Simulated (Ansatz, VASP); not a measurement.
# Al2O3 in VASP and in Ansatz

```xyz
5
Lattice="2.9997 0.0000 0.0000 -1.4998 2.5978 0.0000 0.0000 0.0000 9.7102" Properties=species:S:1:pos:R:3 pbc="T T T"
Al    0.0000    0.0000    1.4565
Al    0.0000    0.0000    8.2538
O     0.0000    1.7319    2.1587
O     1.4998    0.8659    0.0000
O     0.0000    1.7319    7.5515
```

Change from the starting cell: strain +0.040 along x and y, +0.040 along z, atoms carried along.

Alike in both runs: task single point; functional LDA; k mesh 9 × 9 × 4; occupations gaussian, width 0.05 eV; no spin polarisation.

|  | VASP | Ansatz |
| --- | --- | --- |
| version | VASP 6.6.1 | Ansatz 0.2.0 |
| potentials or method | VASP PAW LDA potentials, release 64 (Al, O), cutoff 520 eV | scalar-relativistic, plane waves, PAW |
| valence electrons in the cell | 24 | 24 |

VASP gave:

| Property | Result |
| --- | --- |
| gap on the k mesh at the Fermi level (eV) | 3.76 |
| least direct gap on the mesh (eV) | 3.96 |
| pressure (GPa) | -18.4 |
| traceless stress, the component that is largest in VASP (GPa) | 5.61 |
| rms of the force components (eV/Å) | 0.592 |

Problem. Estimate Ansatz's values.

Solution. gap on the k mesh at the Fermi level (eV): 3.78; least direct gap on the mesh (eV): 3.97; pressure (GPa): -18.7; traceless stress, the component that is largest in VASP (GPa): 5.94; rms of the force components (eV/Å): 0.596.

LDA's correlation is that of Perdew and Zunger in VASP and of Perdew and Wang (1992) in Ansatz. Atom by atom the forces differ by 0.004 eV/Å (rms over components).
